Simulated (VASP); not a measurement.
A run of VASP 6.6.1 is set up as follows.

Contents of INCAR:

```
  ALGO = Normal
  EDIFF = 1E-6
  ENCUT = 520
  GGA = PE
  ISIF = 2
  ISMEAR = 0
  LASPH = True
  LCHARG = False
  LREAL = False
  LWAVE = False
  NBANDS = 11
  NELM = 80
  PREC = Accurate
  SIGMA = 0.05
```

KPOINTS

```
k-points
0
Gamma
  8 8 8
```

File POSCAR:

```
BP
1.0
    0.0000000000      2.2677136497      2.2677136497
    2.2677136497      0.0000000000      2.2677136497
    2.2677136497      2.2677136497      0.0000000000
B P
1 1
Direct
    0.0000000000      0.0000000000      0.0000000000
    0.7500000000      0.7500000000      0.7500000000
```

Potentials or basis: VASP PAW PBE potentials, release 64 (B, P).

The run is started by

```bash
$ cat potpaw_PBE.64/B/POTCAR potpaw_PBE.64/P/POTCAR > POTCAR
$ mpirun -np 1 vasp_std > vasp.out
```

Task: What does it give for the pressure?

Result: 1.2 GPa.

Task: Estimate the band gap on the k mesh.

Result: 1.27 eV, indirect (least direct gap 3.40 eV).

A k mesh can miss the band edges.
